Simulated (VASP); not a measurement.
P:

```xyz
4
Lattice="2.4217 -0.0336 0.0166 -0.0671 4.8901 0.0571 0.0333 0.0571 4.9051" Properties=species:S:1:pos:R:3 pbc="T T T"
P    -0.1099   -0.2688   -0.0072
P     0.3080    0.1263    2.4534
P     2.2791    2.4029   -0.0669
P     2.3324    2.6196    2.6161
```

- Program: VASP 6.6.1
- Task: relaxation of cell and atoms
- Functional: PBE
- Potentials or basis: VASP PAW PBE potentials, release 64 (P)
- Cutoff: 600 eV
- k mesh: 8 × 4 × 4
- Occupations: gaussian, width 0.2 eV
- Spin: no spin polarisation

At the start: pressure 6.8 GPa; volume 14.52 Å³/atom.

Task: Where does the relaxation end?

Result: Over 17 steps the energy falls by 122.1 meV/atom and the volume is 14.89 Å³/atom (+2.5 %); space group P4/mmm (No. 123, to 0.05 Å).

The path:
```csv
step,energy change (eV),largest force (eV/Å),pressure (GPa),volume (Å³)
1,0.0000,1.5744,6.76,58.07
2,-0.1891,1.0091,-4.70,63.36
3,-0.1958,1.0529,-3.21,62.44
4,-0.3160,0.7764,-2.09,61.32
5,-0.3919,0.3073,0.77,59.60
6,-0.4331,0.3290,0.29,59.70
7,-0.4335,0.3305,0.26,59.71
8,-0.4632,0.2841,-0.49,60.03
9,-0.4733,0.2157,-1.19,60.36
10,-0.4739,0.2326,-1.04,60.29
11,-0.4816,0.1652,1.21,59.12
12,-0.4821,0.1568,0.74,59.36
13,-0.4872,0.0549,-0.05,59.63
14,-0.4873,0.0565,-0.02,59.62
15,-0.4883,0.0366,-0.10,59.64
16,-0.4883,0.0372,-0.09,59.64
17,-0.4886,0.0211,0.06,59.54
```

Final structure:
```
CELL_PARAMETERS angstrom
2.46701 -0.00108 -0.00024
-0.00163 4.91285 0.00132
0.00099 0.00250 4.91266
ATOMIC_POSITIONS crystal
P 0.99933 0.98852 0.98725
P 0.00009 0.98731 0.51179
P 0.00064 0.51224 0.98873
P 0.99995 0.51192 0.51224
```
